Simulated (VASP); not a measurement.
Here is a VASP 6.6.1 calculation.

File INCAR:

```
PREC = Accurate
ENCUT = 500
EDIFF = 1E-6
ISMEAR = 0
SIGMA = 0.05
LREAL = False
LASPH = True
NELM = 120
ALGO = Normal
ISIF = 2
LWAVE = False
LCHARG = False
GGA = PS
NBANDS = 11
GGA_COMPAT = False
```

The input KPOINTS:

```
regular mesh
0
Gamma
  10 10 10
```

File POSCAR:

```
NaH
1.0
    2.8369190400      0.0000000000      0.0000000000
    0.0000000000      3.0733289600      0.0000000000
    0.0000000000      0.0000000000      2.9551240000
Na H
1 1
Direct
    0.0000000000      0.0000000000      0.0000000000
    0.5000000000      0.5000000000      0.5000000000
```

Potentials or basis: VASP PAW PBE potentials, release 64 (Na_pv, H).

Command:

```sh
$ cat potpaw_PBE.64/Na_pv/POTCAR potpaw_PBE.64/H/POTCAR > POTCAR
$ mpirun -np 1 vasp_std > vasp.out
```

**Question.** Predict the pressure.

**Answer.** -0.4 GPa.

**Question.** Estimate the band gap on the k mesh.

**Answer.** 0.40 eV (least direct gap 4.19 eV).

Stress tensor (GPa, compression positive):
```
 4.13  0.00  0.00
 0.00 -4.85  0.00
 0.00  0.00 -0.43
```

Caveat: the cell differs from its parent crystal (strain -0.0400 x Voigt [1, -1, 0, 0, 0, 0]); the PAW data sets were made with another functional, which shifts forces and pressure a little. A k mesh can miss the band edges.
